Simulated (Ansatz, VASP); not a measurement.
# One calculation of SnSe2, two programs

```
Se Sn
1.0
     3.82447    0.00000    0.00000
    -1.91223    3.31209    0.00000
     0.00000    0.00000   23.20197
Se Sn
2 1
Direct
  0.66667 0.33333 0.43100
  0.33333 0.66667 0.56900
  0.00000 0.00000 0.50000
```

Alike in both runs: functional PBE; dispersion D3(BJ); k mesh 9 × 9 × 1; occupations gaussian, width 0.05 eV; no spin polarisation.

Ansatz relaxed the structure, and its values are those at the end. VASP's run is a single point on that final structure, the one shown.

|  | VASP | Ansatz |
| --- | --- | --- |
| version | VASP 6.6.1 | Ansatz 0.2.0 |
| potentials or method | VASP PAW PBE potentials, release 64 (Se, Sn_d), cutoff 520 eV | scalar-relativistic, plane waves, PAW |
| valence electrons in the cell | 26 | 46 |

```tsv
	VASP	Ansatz	Ansatz less VASP
gap on the k mesh at the Fermi level (eV)	0.82	0.82	+0.003
rms of the force components (eV/Å)	0.004	0.002	-0.0020
```

VASP's potentials hold 26 valence electrons a cell and Ansatz's 46, so a difference there can come from the potentials and not from the codes.
